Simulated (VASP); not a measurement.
# SnTe in VASP: a series of runs

The runs below take SnTe through single point, with PBE, r2SCAN.

Everything below comes from runs of VASP 6.6.1. Logs are shortened: lines on timing, memory, paths and dates and some standing lists are left out, and cuts for length are marked.

## 1. The cell of the first run

It takes space group Fm-3m (No. 225, cubic). Conventional cell: a = 6.219 Å, b = 6.219 Å, c = 6.219 Å, α = 90.00°, β = 90.00°, γ = 90.00°. Sn (site symmetry m-3m) has 6 Te at 3.11 Å within 4.1 Å. Within 4.1 Å of Te (site symmetry m-3m) lie 6 Sn at 3.11 Å.

## 2. Single point, PBE (strain -2.5%)

INCAR

```
  PREC = Accurate
  ENCUT = 520
  EDIFF = 1E-6
  ISMEAR = -1
  SIGMA = 0.02
  LREAL = False
  LASPH = True
  NELM = 60
  ALGO = Normal
  ISIF = 2
  LWAVE = False
  LCHARG = False
  GGA = PE
  NBANDS = 17
```

KPOINTS

```
regular mesh
0
Gamma
  8 8 8
```

POSCAR

```
SnTe
1.0
    0.0000000000      3.1095970760      3.1095970760
    3.1095970760      0.0000000000      3.1095970760
    3.1095970760      3.1095970760      0.0000000000
Sn Te
1 1
Direct
    0.0000000000      0.0000000000      0.0000000000
    0.5000000000      0.5000000000      0.5000000000
```

Potentials or basis: VASP PAW PBE potentials, release 64 (Sn_d, Te).

Launch:

```console
> cat potpaw_PBE.64/Sn_d/POTCAR potpaw_PBE.64/Te/POTCAR > POTCAR
> mpirun -np 1 vasp_std > vasp.out
```

OUTCAR:

```text
PREC = Accurate
   ENCUT = 520
   EDIFF = 1E-6
   ISMEAR = -1
   LREAL = False
   LASPH = True
   NELM = 60
   ISIF = 2
   GGA = PE

 ion  position               nearest neighbor table
   1  0.000  0.000  0.000-   2 3.11   2 3.11   2 3.11   2 3.11   2 3.11   2 3.11
   2  0.500  0.500  0.500-   1 3.11   1 3.11   1 3.11   1 3.11   1 3.11   1 3.11

  LATTYP: Found a face centered cubic cell.
 ALAT       =     6.2191941520

  Lattice vectors:

 A1 = (   0.0000000000,   3.1095970760,   3.1095970760)
 A2 = (   3.1095970760,   0.0000000000,   3.1095970760)
 A3 = (   3.1095970760,   3.1095970760,   0.0000000000)

Analysis of symmetry for initial positions (statically):
=====================================================================
 Subroutine PRICEL returns:
 Original cell was already a primitive cell.

 Routine SETGRP: Setting up the symmetry group for a
 face centered cubic supercell.

 Subroutine GETGRP returns: Found 48 space group operations
 (whereof 48 operations were pure point group operations)
 out of a pool of 48 trial point group operations.

The static configuration has the point symmetry O_h .

Analysis of symmetry for dynamics (positions and initial velocities):
=====================================================================
 Subroutine PRICEL returns:
 Original cell was already a primitive cell.

 Routine SETGRP: Setting up the symmetry group for a
 face centered cubic supercell.

 Subroutine GETGRP returns: Found 48 space group operations
 (whereof 48 operations were pure point group operations)
 out of a pool of 48 trial point group operations.

The dynamic configuration has the point symmetry O_h .

 Subroutine INISYM returns: Found 48 space group operations
 (whereof 48 operations are pure point group operations),
 and found     1 'primitive' translations

----------------------------------------------------------------------------------------

                                     Primitive cell

  volume of cell :      60.1371

  direct lattice vectors                    reciprocal lattice vectors
     0.000000000  3.109597076  3.109597076    -0.160792536  0.160792536  0.160792536
     3.109597076  0.000000000  3.109597076     0.160792536 -0.160792536  0.160792536
     3.109597076  3.109597076  0.000000000     0.160792536  0.160792536 -0.160792536

  length of vectors
     4.397634358  4.397634358  4.397634358     0.278500842  0.278500842  0.278500842

  position of ions in fractional coordinates (direct lattice)
     0.000000000  0.000000000  0.000000000
     0.500000000  0.500000000  0.500000000

  ion indices of the primitive-cell ions
   primitive index   ion index
                 1           1
                 2           2

----------------------------------------------------------------------------------------

 KPOINTS: regular mesh

Automatic generation of k-mesh.
 Grid dimensions read from file:
 generate k-points for:    8    8    8

 Generating k-lattice:

  Cartesian coordinates                     Fractional coordinates (reciprocal lattice)
    -0.020099067  0.020099067  0.020099067     0.125000000  0.000000000  0.000000000
     0.020099067 -0.020099067  0.020099067     0.000000000  0.125000000  0.000000000
     0.020099067  0.020099067 -0.020099067     0.000000000  0.000000000  0.125000000

  Length of vectors
     0.034812605  0.034812605  0.034812605

  Shift w.r.t. Gamma in fractional coordinates (k-lattice)
     0.000000000  0.000000000  0.000000000

 Subroutine IBZKPT returns following result:
 ===========================================

 Found     29 irreducible k-points:

 Following reciprocal coordinates:
            Coordinates               Weight
  0.000000  0.000000  0.000000      1.000000
  0.125000  0.000000  0.000000      8.000000
  0.250000  0.000000  0.000000      8.000000
  0.375000  0.000000  0.000000      8.000000
  0.500000  0.000000  0.000000      4.000000
  0.125000  0.125000  0.000000      6.000000
[... 16 lines left out ...]
  0.500000  0.250000  0.125000     48.000000
 -0.375000  0.250000  0.125000     24.000000
 [... further k-points ...]
   k-points           NKPTS =     29   k-points in BZ     NKDIM =     29   number of bands    NBANDS=     17
   number of dos      NEDOS =    301   number of ions     NIONS =      2
   total plane-waves  NPLWV =  46656
   dimension x,y,z NGX =    36 NGY =   36 NGZ =   36
   dimension x,y,z NGXF=    72 NGYF=   72 NGZF=   72
   ions per type =               1   1
   NGX,Y,Z   is equivalent  to a cutoff of  13.61, 13.61, 13.61 a.u.
   NGXF,Y,Z  is equivalent  to a cutoff of  27.22, 27.22, 27.22 a.u.
 SYSTEM =  unknown system
   PREC   = accura    normal or accurate (medium, high low for compatibility)
   ISTART =      0    job   : 0-new  1-cont  2-samecut
   ICHARG =      2    charge: 1-file 2-atom 10-const
   ISPIN  =      1    spin polarized calculation?
   LNONCOLLINEAR =      F non collinear calculations
   LSORBIT =      F    spin-orbit coupling
   LASPH  =      T    aspherical Exc in radial PAW
   ENCUT  =  520.0 eV  38.22 Ry    6.18 a.u.   8.18  8.18  8.18*2*pi/ulx,y,z
   NELM   =     60;   NELMIN=  2; NELMDL= -5     # of ELM steps
   EDIFF  = 0.1E-05   stopping-criterion for ELM
   LREAL  =      F    real-space projection
   EDIFFG = 0.1E-04   stopping-criterion for IOM
   NSW    =      0    number of steps for IOM
   IBRION =     -1    ionic relax: 0-MD 1-quasi-New 2-CG
   NFREE  =      0    steps in history (QN), initial steepest desc. (CG)
   ISIF   =      2    stress and relaxation
   ISYM   =      2    0-nonsym 1-usesym 2-fastsym
   POTIM  = 0.5000    time-step for ionic-motion
   TEBEG  =    0.0;   TEEND  =   0.0 temperature during run
   PSTRESS=    0.0 pullay stress
   NELECT =      20.0000    total number of electrons
   NUPDOWN=      -1.0000    fix difference up-down
   EMIN   =  10.00;   EMAX   =-10.00  energy-range for DOS
   EFERMI =   0.00;   METHOD = LEGACY
   ISMEAR =    -1;   SIGMA  =   0.02  broadening in eV -4-tet -1-fermi 0-gaus
   EFERMI_NEDOS =   21; number of points for ismear=-14 and -15
   IALGO  =     38    algorithm
   IMIX   =      4    mixing-type and parameters
     AMIX     =   0.40;   BMIX     =  1.00
     AMIX_MAG =   1.60;   BMIX_MAG =  1.00
  volume/ion in A,a.u.               =      30.07       202.91
  Fermi-wavevector in a.u.,A,eV,Ry     =   1.134238  2.143398 17.503827  1.286495
  Thomas-Fermi vector in A             =   2.270941
   LORBIT       =      0    0 simple, 1 ext, 2 COOP (PROOUT), +10 PAW based schemes
   GGA     = PE    functional components
[... 5 lines left out ...]
 non-spin polarized calculation
  energy-cutoff  :      520.00
  volume of cell :       60.14
 maximum number of plane-waves:      1639
 NGX is ok and might be reduce to    36
   NGX = 17   NGY = 17   NGZ = 17

 number of electron      19.9999997 magnetization

 Free energy of the ion-electron system (eV)
  ---------------------------------------------------
  ext. energy  EPLUGINS =         0.00000000
  ---------------------------------------------------
  free energy    TOTEN  =        -7.49018894 eV

  energy without entropy =       -7.49017155  energy(sigma->0) =       -7.49018025

 E-fermi :   7.5576     XC(G=0):  -9.6744

 val. band max:        7.4486538693   @ k =   0.5000   0.0000   0.0000
 cond. band min:       7.6669212285   @ k =   0.5000   0.0000   0.0000
 fundamental gap:      0.2182673592
 Fermi energy:         7.5576369505

 k-point     1 :       0.0000    0.0000    0.0000
  band No.  band energies     occupation
      1     -14.4664      2.00000
      2     -14.4664      2.00000
      3     -14.4581      2.00000
      4     -14.4581      2.00000
      5     -14.4581      2.00000
      6      -5.6422      2.00000
[... 9 lines left out ...]
     16      12.1389      0.00000
     17      14.1723      0.00000

 k-point     2 :       0.1250    0.0000    0.0000
  band No.  band energies     occupation
      1     -14.4672      2.00000
      2     -14.4672      2.00000
      3     -14.4578      2.00000
      4     -14.4571      2.00000
      5     -14.4571      2.00000
      6      -5.5025      2.00000
[... 9 lines left out ...]
     16      12.4729      0.00000
     17      15.3080      0.00000

 k-point     3 :       0.2500    0.0000    0.0000
  band No.  band energies     occupation
      1     -14.4694      2.00000
      2     -14.4694      2.00000
      3     -14.4572      2.00000
      4     -14.4542      2.00000
      5     -14.4542      2.00000
      6      -5.1070      2.00000
[... 9 lines left out ...]
     16      13.3880      0.00000
     17      17.4064      0.00000

 k-point     4 :       0.3750    0.0000    0.0000
  band No.  band energies     occupation
      1     -14.4718      2.00000
      2     -14.4718      2.00000
      3     -14.4566      2.00000
      4     -14.4512      2.00000
      5     -14.4512      2.00000
      6      -4.5681      2.00000
[... 9 lines left out ...]
     16      14.8046      0.00000
     17      18.0022      0.00000
[... 343 lines left out ...]
      1     -14.4750      2.00000
      2     -14.4665      2.00000
      3     -14.4585      2.00000
      4     -14.4520      2.00000
      5     -14.4515      2.00000
      6      -4.7830      2.00000
[... 9 lines left out ...]
     16      15.6418      0.00000
     17      15.8034      0.00000

 k-point    23 :       0.5000    0.2500    0.1250
  band No.  band energies     occupation
      1     -14.4766      2.00000
      2     -14.4684      2.00000
      3     -14.4566      2.00000
      4     -14.4512      2.00000
      5     -14.4494      2.00000
      6      -4.3087      2.00000
[... 9 lines left out ...]
     16      15.8016      0.00000
     17      17.1868      0.00000

 k-point    24 :      -0.3750    0.2500    0.1250
  band No.  band energies     occupation
      1     -14.4770      2.00000
      2     -14.4696      2.00000
      3     -14.4547      2.00000
      4     -14.4521      2.00000
      5     -14.4483      2.00000
      6      -4.0512      2.00000
[... 9 lines left out ...]
     16      16.9258      0.00000
     17      17.0319      0.00000

 [... further k-points ...]

------------------------ aborting loop because EDIFF is reached ----------------------------------------

  FORCE on cell =-STRESS in cart. coord.  units (eV):
  Direction    XX          YY          ZZ          XY          YZ          ZX
  --------------------------------------------------------------------------------------
  -------------------------------------------------------------------------------------
  Total        1.6765227      1.6765227      1.6765227      0.0000000      0.0000000     -0.0000000
  in kB       44.6660635     44.6660635     44.6660635      0.0000000      0.0000000     -0.0000000
  external PRESSURE =      44.6660635 kB  Pullay stress =       0.0000000 kB

 VOLUME and BASIS-vectors are now :
 -----------------------------------------------------------------------------
  energy-cutoff  :      520.00
  volume of cell :       60.14
      direct lattice vectors                 reciprocal lattice vectors
     0.000000000  3.109597076  3.109597076    -0.160792536  0.160792536  0.160792536
     3.109597076  0.000000000  3.109597076     0.160792536 -0.160792536  0.160792536
     3.109597076  3.109597076  0.000000000     0.160792536  0.160792536 -0.160792536

 POSITION                                       TOTAL-FORCE (eV/Angst)
 -----------------------------------------------------------------------------------
      0.00000      0.00000      0.00000        -0.000000     -0.000000      0.000000
      3.10960      3.10960      3.10960         0.000000      0.000000     -0.000000
 -----------------------------------------------------------------------------------
    total drift:                               -0.000000      0.000000      0.000000

  FREE ENERGIE OF THE ION-ELECTRON SYSTEM (eV)
  ---------------------------------------------------
  free  energy   TOTEN  =        -7.4901889378 eV

  energy  without entropy=       -7.4901715527  energy(sigma->0) =       -7.49018025
```

Run time: 22 s. Hardware: 1 thread of Intel Xeon Platinum 8559C (Emerald Rapids), shared host; peak memory 0.21 GiB.

Results:

```
Free energy            : -7.4902 eV
Pressure               : 4.5 GPa
Band gap on the k mesh : 0.22 eV
```

Levels at points of the mesh, in eV from the valence-band top:
| k point | band 6 | band 7 | band 8 | band 9 | band 10 | band 11 | band 12 | band 13 | band 14 | band 15 |
| --- | --- | --- | --- | --- | --- | --- | --- | --- | --- | --- |
| (0.00, 0.00, 0.00) | -13.09 | -4.50 | -2.24 | -2.24 | -2.24 | 3.45 | 3.45 | 3.45 | 4.69 | 4.69 |
| (0.50, 0.00, 0.00) | -11.70 | -8.55 | -1.89 | -1.89 | 0.00 | 0.22 | 0.32 | 0.32 | 7.90 | 8.89 |
| (0.50, 0.50, 0.00) | -11.36 | -6.49 | -5.85 | -3.93 | -3.93 | 2.03 | 5.14 | 5.14 | 6.71 | 9.12 |

Caveat: the cell differs from its parent crystal (strain -2.5%); the cell stands under pressure; spin-orbit coupling is left out, which moves the levels of the heavy elements. A k mesh can miss the band edges.

[end of part 1 of 2]
